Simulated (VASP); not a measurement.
TiO2: electric field gradients with LDA

The system is TiO2.

```xyz
6
Lattice="-1.8925 1.8925 4.8997 1.8925 -1.8925 4.8997 1.8925 1.8925 -4.8997" Properties=species:S:1:pos:R:3 pbc="T T T"
Ti    0.0000    0.0000    0.0000
Ti    0.0000    1.8925    2.4499
O     0.0000    0.0000    2.0246
O     0.0000    1.8925    4.4744
O     0.0000    1.8925    0.4253
O     0.0000    0.0000    7.7749
```

This cell differs from its parent crystal: zz strain of +3 %.

- Program: VASP 6.6.1
- Task: electric field gradients
- Functional: LDA
- Potentials or basis: VASP PAW LDA potentials, release 64 (Ti_sv, O)
- Cutoff: 520 eV
- k mesh: 13 × 13 × 13
- Occupations: fermi-dirac, width 0.08 eV
- Spin: no spin polarisation
- Dipole correction: no
- Further INCAR settings: ALGO = Normal; EDIFF = 1e-08; NBANDS = 33

```
Pressure               : -10.9 GPa
Largest force          : 0.349 eV/Å
Band gap on the k mesh : 2.01 eV, indirect (least direct gap 2.34 eV)
```

Forces in eV/Å, atoms in the order of the input:
```
Ti   0.000  0.000  0.000
Ti   0.000  0.000  0.000
O    0.000  0.000 -0.349
O    0.000  0.000 -0.349
O    0.000  0.000  0.349
O    0.000  0.000  0.349
```

Stress tensor (GPa, compression positive):
```
 -9.82   0.00   0.00
  0.00  -9.82   0.00
  0.00   0.00 -13.08
```

Levels at points of the mesh, in eV from the valence-band top:
| k point | band 21 | band 22 | band 23 | band 24 | band 25 | band 26 | band 27 | band 28 |
| --- | --- | --- | --- | --- | --- | --- | --- | --- |
| (0.00, 0.00, 0.00) | -0.87 | -0.83 | -0.43 | -0.43 | 2.01 | 2.67 | 3.89 | 3.89 |

Electric field gradients, principal values (V/Å²):
| atom | least | middle | greatest (by size) |
| --- | --- | --- | --- |
| 1 Ti | -12.816 | -12.819 | 25.636 |
| 2 Ti | -12.816 | -12.819 | 25.636 |
| 3 O | -3.644 | -10.379 | 14.023 |
| 4 O | -3.644 | -10.379 | 14.023 |
| 5 O | -3.644 | -10.379 | 14.023 |
| 6 O | -3.644 | -10.379 | 14.023 |

Wall time 8.9 min on 1 thread of Intel(R) Xeon(R) 6975P-C (Granite Rapids) (shared host), peak memory 0.47 GiB.

Caveat: the cell differs from its parent crystal (zz strain of +3 %); without QUAD_EFG the Cq values of the log hold for a quadrupole moment of 1 mb, not for the nuclei. A k mesh can miss the band edges.
